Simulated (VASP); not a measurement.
# Bi (R-3m) in VASP: settings compared

Bi is run at these levels: PBE, r2SCAN, BLYP, LDA; tasks: single point.

All numbers are computed with VASP 6.6.1; they aren't measurements. Logs are shortened: lines on timing, memory, paths and dates and some standing lists are left out, and cuts for length are marked.

### Step 1. The cell of the first run

The structure is trigonal, space group R-3m (No. 166). The conventional cell has a = 4.595 Å, b = 4.595 Å, c = 11.969 Å, α = 90.00°, β = 90.00°, γ = 120.00°. Bi (site symmetry 3m) has 6 Bi at 3.10 to 3.56 Å within 4.1 Å.

### Step 2. Single point, PBE

The input, INCAR:

```
SYSTEM = Bi
PREC = Accurate
ENCUT = 520
EDIFF = 1E-7
ISMEAR = -1
SIGMA = 0.05
LREAL = .FALSE.
LASPH = .TRUE.
NELM = 60
ALGO = Normal
ISIF = 2
LWAVE = .FALSE.
LCHARG = .TRUE.
GGA = PE
LELF = .TRUE.
LVHAR = .TRUE.
NBANDS = 22
```

The input, KPOINTS:

```
Automatic mesh
0
G
  7 7 7
  0 0 0
```

The input, POSCAR:

```
Bi
1.0
    2.2973389482      1.3263692602      3.9898217322
   -2.2973389482      1.3263692602      3.9898217322
    0.0000000000     -2.6527385203      3.9898217322
Bi
2
Direct
    0.7660000000      0.7660000000      0.7660000000
    0.2340000000      0.2340000000      0.2340000000
```

Potentials or basis: VASP PAW PBE potentials, release 64 (Bi_d).

The run is started by

```
$ cat potpaw_PBE.64/Bi_d/POTCAR > POTCAR
$ mpirun -np 1 vasp_std > vasp.out
```

OUTCAR:

```text
SYSTEM = Bi
   PREC = Accurate
   ENCUT = 520
   EDIFF = 1E-7
   ISMEAR = -1
   LREAL = .FALSE.
   LASPH = .TRUE.
   NELM = 60
   ISIF = 2
   GGA = PE

 ion  position               nearest neighbor table
   1  0.766  0.766  0.766-   2 3.10   2 3.10   2 3.10   2 3.56   2 3.56   2 3.56
   2  0.234  0.234  0.234-   1 3.10   1 3.10   1 3.10   1 3.56   1 3.56   1 3.56

  LATTYP: Found a trigonal (rhomboedric) cell.
 ALAT       =     4.7912106103
 COS(alpha) =     0.5401781303

  Lattice vectors:

 A1 = (   2.2973389482,   1.3263692602,   3.9898217322)
 A2 = (  -2.2973389482,   1.3263692602,   3.9898217322)
 A3 = (   0.0000000000,  -2.6527385203,   3.9898217322)

Analysis of symmetry for initial positions (statically):
=====================================================================
 Subroutine PRICEL returns:
 Original cell was already a primitive cell.

 Routine SETGRP: Setting up the symmetry group for a
 trigonal (rhombohedral) supercell.

 Subroutine GETGRP returns: Found 12 space group operations
 (whereof 12 operations were pure point group operations)
 out of a pool of 12 trial point group operations.

The static configuration has the point symmetry D_3d.

Analysis of symmetry for dynamics (positions and initial velocities):
=====================================================================
 Subroutine PRICEL returns:
 Original cell was already a primitive cell.

 Routine SETGRP: Setting up the symmetry group for a
 trigonal (rhombohedral) supercell.

 Subroutine GETGRP returns: Found 12 space group operations
 (whereof 12 operations were pure point group operations)
 out of a pool of 12 trial point group operations.

The dynamic configuration has the point symmetry D_3d.

 Subroutine INISYM returns: Found 12 space group operations
 (whereof 12 operations are pure point group operations),
 and found     1 'primitive' translations

----------------------------------------------------------------------------------------

                                     Primitive cell

  volume of cell :      72.9448

  direct lattice vectors                    reciprocal lattice vectors
     2.297338948  1.326369260  3.989821732     0.217643113  0.125656310  0.083545922
    -2.297338948  1.326369260  3.989821732    -0.217643113  0.125656310  0.083545922
     0.000000000 -2.652738520  3.989821732     0.000000000 -0.251312620  0.083545922

  length of vectors
     4.791210610  4.791210610  4.791210610     0.264835711  0.264835711  0.264835711

  position of ions in fractional coordinates (direct lattice)
     0.766000000  0.766000000  0.766000000
     0.234000000  0.234000000  0.234000000

  ion indices of the primitive-cell ions
   primitive index   ion index
                 1           1
                 2           2

----------------------------------------------------------------------------------------

 KPOINTS: Automatic mesh

Automatic generation of k-mesh.
 Grid dimensions read from file:
 generate k-points for:    7    7    7

 Generating k-lattice:

  Cartesian coordinates                     Fractional coordinates (reciprocal lattice)
     0.031091873  0.017950901  0.011935132     0.142857143  0.000000000 -0.000000000
    -0.031091873  0.017950901  0.011935132     0.000000000  0.142857143 -0.000000000
     0.000000000 -0.035901803  0.011935132    -0.000000000 -0.000000000  0.142857143

  Length of vectors
     0.037833673  0.037833673  0.037833673

  Shift w.r.t. Gamma in fractional coordinates (k-lattice)
     0.000000000  0.000000000  0.000000000

 Subroutine IBZKPT returns following result:
 ===========================================

 Found     44 irreducible k-points:

 Following reciprocal coordinates:
            Coordinates               Weight
  0.000000  0.000000  0.000000      1.000000
  0.142857  0.000000  0.000000      6.000000
  0.285714  0.000000  0.000000      6.000000
  0.428571  0.000000 -0.000000      6.000000
  0.142857  0.142857  0.000000      6.000000
  0.285714  0.142857  0.000000     12.000000
[... 16 lines left out ...]
  0.285714  0.285714  0.142857      6.000000
  0.428571  0.285714  0.142857     12.000000
 [... further k-points ...]
   k-points           NKPTS =     44   k-points in BZ     NKDIM =     44   number of bands    NBANDS=     22
   number of dos      NEDOS =    301   number of ions     NIONS =      2
   total plane-waves  NPLWV =  46656
   dimension x,y,z NGX =    36 NGY =   36 NGZ =   36
   dimension x,y,z NGXF=    72 NGYF=   72 NGZF=   72
   ions per type =               2
   NGX,Y,Z   is equivalent  to a cutoff of  12.49, 12.49, 12.49 a.u.
   NGXF,Y,Z  is equivalent  to a cutoff of  24.98, 24.98, 24.98 a.u.
 SYSTEM =  Bi
   PREC   = accura    normal or accurate (medium, high low for compatibility)
   ISTART =      0    job   : 0-new  1-cont  2-samecut
   ICHARG =      2    charge: 1-file 2-atom 10-const
   ISPIN  =      1    spin polarized calculation?
   LNONCOLLINEAR =      F non collinear calculations
[... 32 lines left out ...]
   IVDW    =     0    specifies the selected vdW correction
   LEPSILON=     F    determine dielectric tensor
   LRPA    =     F    only Hartree local field effects (RPA)
 non-spin polarized calculation
  energy-cutoff  :      520.00
  volume of cell :       72.94
 maximum number of plane-waves:      1986
   NGX = 17   NGY = 17   NGZ = 17

 number of electron      29.9999999 magnetization

 Free energy of the ion-electron system (eV)
  ---------------------------------------------------
  ext. energy  EPLUGINS =         0.00000000
  ---------------------------------------------------
  free energy    TOTEN  =        -7.79449625 eV

  energy without entropy =       -7.79301420  energy(sigma->0) =       -7.79375523

 E-fermi :   5.8335     XC(G=0):  -9.3666

 val. band max:        5.6924726306   @ k =   0.4286   0.2857   0.2857
 cond. band min:       5.9394722246   @ k =   0.4286   0.0000  -0.0000
 fundamental gap:      0.2469995939
 Fermi energy:         5.8335316390

 k-point     1 :       0.0000    0.0000    0.0000
  band No.  band energies     occupation
      1     -16.9434      2.00000
      2     -16.9434      2.00000
      3     -16.8079      2.00000
      4     -16.8079      2.00000
      5     -16.7943      2.00000
      6     -16.6457      2.00000
[... 14 lines left out ...]
     21      11.7088      0.00000
     22      11.8614      0.00000

 k-point     2 :       0.1429    0.0000    0.0000
  band No.  band energies     occupation
      1     -16.9305      2.00000
      2     -16.9266      2.00000
      3     -16.8023      2.00000
      4     -16.7979      2.00000
      5     -16.7854      2.00000
      6     -16.6540      2.00000
[... 14 lines left out ...]
     21      11.9352      0.00000
     22      13.2824      0.00000

 k-point     3 :       0.2857    0.0000    0.0000
  band No.  band energies     occupation
      1     -16.8971      2.00000
      2     -16.8795      2.00000
      3     -16.7900      2.00000
      4     -16.7709      2.00000
      5     -16.7589      2.00000
      6     -16.6819      2.00000
[... 14 lines left out ...]
     21      12.9077      0.00000
     22      15.6097      0.00000

 k-point     4 :       0.4286    0.0000   -0.0000
  band No.  band energies     occupation
      1     -16.8628      2.00000
      2     -16.8153      2.00000
      3     -16.7791      2.00000
      4     -16.7413      2.00000
      5     -16.7363      2.00000
      6     -16.7067      2.00000
[... 14 lines left out ...]
     21      14.5170      0.00000
     22      15.0437      0.00000

 k-point     5 :       0.1429    0.1429    0.0000
  band No.  band energies     occupation
      1     -16.9413      2.00000
      2     -16.9093      2.00000
      3     -16.8073      2.00000
      4     -16.7928      2.00000
      5     -16.7814      2.00000
      6     -16.6573      2.00000
[... 417 lines left out ...]
 k-point    22 :      -0.1429    0.1429    0.1429
  band No.  band energies     occupation
      1     -16.9263      2.00000
      2     -16.8613      2.00000
      3     -16.8043      2.00000
      4     -16.7667      2.00000
      5     -16.7558      2.00000
      6     -16.6847      2.00000
[... 14 lines left out ...]
     21      13.3885      0.00000
     22      14.3507      0.00000

 k-point    23 :       0.2857    0.2857    0.1429
  band No.  band energies     occupation
      1     -16.9277      2.00000
      2     -16.8779      2.00000
      3     -16.8026      2.00000
      4     -16.7811      2.00000
      5     -16.7702      2.00000
      6     -16.6667      2.00000
[... 14 lines left out ...]
     21      13.4988      0.00000
     22      13.9217      0.00000

 k-point    24 :       0.4286    0.2857    0.1429
  band No.  band energies     occupation
      1     -16.9129      2.00000
      2     -16.8473      2.00000
      3     -16.7948      2.00000
      4     -16.7688      2.00000
      5     -16.7528      2.00000
      6     -16.6822      2.00000
[... 14 lines left out ...]
     21      13.9915      0.00000
     22      14.7975      0.00000

 [... further k-points ...]

------------------------ aborting loop because EDIFF is reached ----------------------------------------

  FORCE on cell =-STRESS in cart. coord.  units (eV):
  Direction    XX          YY          ZZ          XY          YZ          ZX
  --------------------------------------------------------------------------------------
  -------------------------------------------------------------------------------------
  Total        0.0515170      0.0515170      0.0960580      0.0000000      0.0000000      0.0000000
  in kB        1.1315328      1.1315328      2.1098420      0.0000000      0.0000000      0.0000000
  external PRESSURE =       1.4576359 kB  Pullay stress =       0.0000000 kB

 VOLUME and BASIS-vectors are now :
 -----------------------------------------------------------------------------
  energy-cutoff  :      520.00
  volume of cell :       72.94
      direct lattice vectors                 reciprocal lattice vectors
     2.297338948  1.326369260  3.989821732     0.217643113  0.125656310  0.083545922
    -2.297338948  1.326369260  3.989821732    -0.217643113  0.125656310  0.083545922
     0.000000000 -2.652738520  3.989821732     0.000000000 -0.251312620  0.083545922

 POSITION                                       TOTAL-FORCE (eV/Angst)
 -----------------------------------------------------------------------------------
      0.00000      0.00000      9.16861         0.000000     -0.000000     -0.030646
      0.00000      0.00000      2.80085         0.000000      0.000000      0.030646
 -----------------------------------------------------------------------------------
    total drift:                               -0.000000      0.000000     -0.000000

  FREE ENERGIE OF THE ION-ELECTRON SYSTEM (eV)
  ---------------------------------------------------
  free  energy   TOTEN  =        -7.7944962504 eV

  energy  without entropy=       -7.7930142021  energy(sigma->0) =       -7.79375523
```

Wall time 22 s (1 thread of Intel Xeon 6975P-C (Granite Rapids), shared host); peak memory 0.22 GiB.

What came out:

```yaml
Free_energy: -7.7945 eV
Pressure: 0.1 GPa
Largest_force: 0.031 eV/Å
Band_gap_on_the_k_mesh: 0.25 eV, indirect (least direct gap 0.51 eV)
```

Forces in eV/Å, atoms in the order of the input:
```
Bi   0.000  0.000 -0.031
Bi   0.000  0.000  0.031
```

Caveat: spin-orbit coupling is left out, which moves the levels of the heavy elements.

### Step 3. Single point, PBE

This run uses another cell than the first one, of 37.17 Å³/atom, 1.019 times its volume.

The input, INCAR:

```
PREC = Accurate ; ENCUT = 520
EDIFF = 1E-6 ; ISMEAR = -1
SIGMA = 0.05 ; LREAL = False
LASPH = True ; NELM = 80
ALGO = Normal ; ISIF = 2
LWAVE = False ; LCHARG = False
GGA = PE ; NBANDS = 22
```

The input, KPOINTS:

```
regular mesh
0
Gamma
  7 7 7
```

The input, POSCAR:

```
Bi
1.0
    2.3119720748      1.3348176998      4.0152352947
   -2.3119720748      1.3348176998      4.0152352947
    0.0000000000     -2.6696353996      4.0152352947
Bi
2
Direct
    0.7660000000      0.7660000000      0.7660000000
    0.2340000000      0.2340000000      0.2340000000
```

Potentials or basis: VASP PAW PBE potentials, release 64 (Bi_d).

The run is started by

```
$ cat potpaw_PBE.64/Bi_d/POTCAR > POTCAR
$ mpirun -np 1 vasp_std > vasp.out
```

It took 18 s on 1 thread of Intel Xeon 6975P-C (Granite Rapids), shared host; peak memory 0.23 GiB.

It converged, with:

- Free energy: -7.7927 eV
- Pressure: -0.6 GPa
- Largest force: 0.048 eV/Å
- Band gap on the k mesh: 0.24 eV, indirect (least direct gap 0.49 eV)

Forces in eV/Å, atoms in the order of the input:
```
Bi   0.000  0.000  0.048
Bi   0.000  0.000 -0.048
```

Stress tensor (GPa, compression positive):
```
-0.72  0.00  0.00
 0.00 -0.72  0.00
 0.00  0.00 -0.49
```

Levels at points of the mesh, in eV from the valence-band top:
| k point | band 12 | band 13 | band 14 | band 15 | band 16 | band 17 | band 18 | band 19 |
| --- | --- | --- | --- | --- | --- | --- | --- | --- |
| (0.00, 0.00, 0.00) | -7.43 | -1.13 | -0.90 | -0.90 | 2.65 | 3.09 | 3.09 | 5.87 |

Caveat: spin-orbit coupling is left out, which moves the levels of the heavy elements. A k mesh can miss the band edges.

### Step 4. Single point, r2SCAN

This run uses another cell than the first one, of 35.07 Å³/atom, 0.962 times its volume.

The input, POSCAR:

```
Bi
1.0
    2.2675000000      1.3091417354      3.9380000000
   -2.2675000000      1.3091417354      3.9380000000
    0.0000000000     -2.6182834708      3.9380000000
Bi
2
Direct
    0.7660000000      0.7660000000      0.7660000000
    0.2340000000      0.2340000000      0.2340000000
```

The input, INCAR.step1:

```
ALGO = Normal
EDIFF = 1E-4
ENCUT = 520
GGA = PE
ISMEAR = -1
LASPH = True
LCHARG = False
LREAL = False
LWAVE = True
NBANDS = 22
NELM = 60
PREC = Accurate
SIGMA = 0.05
```

The input, INCAR.step2:

```
ALGO = Normal
EDIFF = 1E-6
ENCUT = 520
ISIF = 2
ISMEAR = -1
ISTART = 1
LASPH = True
LCHARG = False
LMIXTAU = True
LREAL = False
LWAVE = False
METAGGA = R2SCAN
NBANDS = 22
NELM = 60
PREC = Accurate
SIGMA = 0.05
```

The input, KPOINTS:

```
k-points
0
Gamma
  7 7 7
```

The run is started by

```
$ cat potpaw_PBE.64/Bi_d/POTCAR > POTCAR
$ cp INCAR.step1 INCAR
$ mpirun -np 1 vasp_std > vasp.out
$ cp INCAR.step2 INCAR
$ mpirun -np 1 vasp_std > vasp.out
```

It took 94 s on 1 thread of Intel Xeon 6975P-C (Granite Rapids), shared host; peak memory 0.24 GiB.

The run converged. Its results:

```
Free energy            : -117.0100 eV
Pressure               : 1.1 GPa
Largest force          : 0.029 eV/Å
Band gap on the k mesh : 0.29 eV, indirect (least direct gap 0.62 eV)
```

Forces in eV/Å, atoms in the order of the input:
```
Bi   0.000  0.000 -0.029
Bi   0.000  0.000  0.029
```

Stress tensor (GPa, compression positive):
```
1.08 0.00 0.00
0.00 1.08 0.00
0.00 0.00 1.30
```

Levels at points of the mesh, in eV from the valence-band top:
```csv
k point,band 12,band 13,band 14,band 15,band 16,band 17,band 18,band 19
"(0.00, 0.00, 0.00)",-7.44,-1.46,-1.22,-1.22,2.77,3.26,3.26,6.26
```

Caveat: the PAW data sets were made with another functional, which shifts forces and pressure a little; spin-orbit coupling is left out, which moves the levels of the heavy elements. A k mesh can miss the band edges.

### Step 5. Single point, BLYP

This run uses another cell than the first one, of 35.07 Å³/atom, 0.962 times its volume.

The input, INCAR:

```
PREC     = Accurate       # precision mode
ENCUT    = 520            # plane-wave cutoff, eV
EDIFF    = 1E-7           # SCF threshold, eV
ISMEAR   = 1              # smearing method
SIGMA    = 0.2            # smearing width, eV
LREAL    = False          # projectors in reciprocal space
LASPH    = True           # aspherical terms in the spheres
NELM     = 80             # most SCF steps
ALGO     = Normal         # electronic algorithm
ISIF     = 2              # what is computed and relaxed
LWAVE    = False          # write WAVECAR
LCHARG   = False          # write CHGCAR
GGA      = B5             # functional
ALDAX    = 1.0          
AGGAX    = 1.0          
AGGAC    = 1.0          
ALDAC    = 0.0          
NBANDS   = 22             # bands
```

The input, KPOINTS:

```
regular mesh
0
Gamma
  7 7 7
```

The input, POSCAR:

```
Bi
1.0
    4.7289800500      0.0000000000      0.0000000000
    2.5544916016      3.9796764907      0.0000000000
    2.5544916016      1.3957698552      3.7268822737
Bi
2
Direct
    0.7660000000      0.7660000000      0.7660000000
    0.2340000000      0.2340000000      0.2340000000
```

The run is started by

```
$ cat potpaw_PBE.64/Bi_d/POTCAR > POTCAR
$ mpirun -np 1 vasp_std > vasp.out
```

It took 2.7 min on 1 thread of AMD EPYC 7R13, shared host; peak memory 0.19 GiB.

It converged, with:

| Item | Value |
| --- | --- |
| Free energy | -6.3961 eV |
| Pressure | 5.5 GPa |
| Largest force | 0.233 eV/Å |
| Band gap on the k mesh | 0.29 eV, indirect (least direct gap 0.57 eV) |

Forces on the atoms (eV/Å):
```
Bi  -0.194 -0.106 -0.073
Bi   0.194  0.106  0.073
```

Stress tensor (GPa, compression positive):
```
 5.38 -0.09 -0.06
-0.09  5.50 -0.03
-0.06 -0.03  5.52
```

Levels at points of the mesh, in eV from the valence-band top:
```csv
k point,band 11,band 12,band 13,band 14,band 15,band 16,band 17,band 18,band 19,band 20
"(0.00, 0.00, 0.00)",-12.96,-7.35,-1.32,-1.08,-1.08,2.67,3.10,3.10,6.07,6.19
```

Caveat: the PAW data sets were made with another functional, which shifts forces and pressure a little; spin-orbit coupling is left out, which moves the levels of the heavy elements.

### Step 6. Single point, LDA

This run uses another cell than the first one, of 35.07 Å³/atom, 0.962 times its volume.

The input, INCAR:

```
SYSTEM = Bi
  PREC = Accurate
  ENCUT = 520
  EDIFF = 1E-6
  ISMEAR = -1
  SIGMA = 0.05
  LREAL = .False.
  LASPH = .True.
  NELM = 80
  ALGO = Normal
  ISIF = 2
  LWAVE = .False.
  LCHARG = .True.
  GGA = CA
  LELF = .True.
  LVHAR = .True.
  NBANDS = 22
```

The input, KPOINTS:

```
Automatic mesh
0
Gamma
  7 7 7
  0 0 0
```

The input, POSCAR:

```
Bi
1.0
    2.2675000000      1.3091417354      3.9380000000
   -2.2675000000      1.3091417354      3.9380000000
    0.0000000000     -2.6182834708      3.9380000000
Bi
2
Direct
    0.7660000000      0.7660000000      0.7660000000
    0.2340000000      0.2340000000      0.2340000000
```

Potentials or basis: VASP PAW LDA potentials, release 64 (Bi_d).

The run is started by

```
$ cat potpaw_LDA.64/Bi_d/POTCAR > POTCAR
$ mpirun -np 1 vasp_std > vasp.out
```

Wall time 38 s (1 thread of Intel Xeon 6975P-C, shared host); peak memory 0.19 GiB.

Results (log left out):

```
Free energy            : -9.1334 eV
Pressure               : -1.5 GPa
Largest force          : 0.069 eV/Å
Band gap on the k mesh : 0.27 eV, indirect (least direct gap 0.53 eV)
```

Forces in eV/Å, atoms in the order of the input:
```
Bi   0.000  0.000 -0.069
Bi   0.000  0.000  0.069
```

Stress tensor (GPa, compression positive):
```
-1.44  0.00  0.00
 0.00 -1.44  0.00
 0.00  0.00 -1.62
```

Levels at points of the mesh, in eV from the valence-band top:
| k point | band 11 | band 12 | band 13 | band 14 | band 15 | band 16 | band 17 | band 18 | band 19 | band 20 |
| --- | --- | --- | --- | --- | --- | --- | --- | --- | --- | --- |
| (0.00, 0.00, 0.00) | -12.87 | -7.21 | -1.23 | -0.97 | -0.97 | 2.75 | 3.21 | 3.21 | 5.93 | 6.07 |

Caveat: spin-orbit coupling is left out, which moves the levels of the heavy elements. A k mesh can miss the band edges.

### Step 7. Summary

| level | potentials or basis | cell | smearing | gap on the mesh (eV) | pressure (GPa) | largest force (eV/Å) |
| --- | --- | --- | --- | --- | --- | --- |
| PBE | VASP PAW PBE potentials, release 64 (Bi_d) | a = 4.791 Å, angles 57.3°, 2 atoms | fermi-dirac 0.05 eV | 0.25 | 0.1 | 0.03 |
| PBE | VASP PAW PBE potentials, release 64 (Bi_d) | a = 4.822 Å, angles 57.3°, 2 atoms | fermi-dirac 0.05 eV | 0.24 | -0.6 | 0.05 |
| r2SCAN | VASP PAW PBE potentials, release 64 (Bi_d) | a = 4.729 Å, angles 57.3°, 2 atoms | fermi-dirac 0.05 eV | 0.29 | 1.1 | 0.03 |
| BLYP | VASP PAW PBE potentials, release 64 (Bi_d) | a = 4.729 Å, angles 57.3°, 2 atoms | methfessel-paxton 0.2 eV | 0.29 | 5.5 | 0.23 |
| LDA | VASP PAW LDA potentials, release 64 (Bi_d) | a = 4.729 Å, angles 57.3°, 2 atoms | fermi-dirac 0.05 eV | 0.27 | -1.5 | 0.07 |

Alike in all rows: task single point; no spin polarisation; k mesh 7 × 7 × 7; cutoff (eV) 520.

Caveats: spin-orbit coupling is left out, which moves the levels of the heavy elements; the PAW data sets were made with another functional, which shifts forces and pressure a little (some runs).

Absolute energies hang on the potentials; compare differences alone.
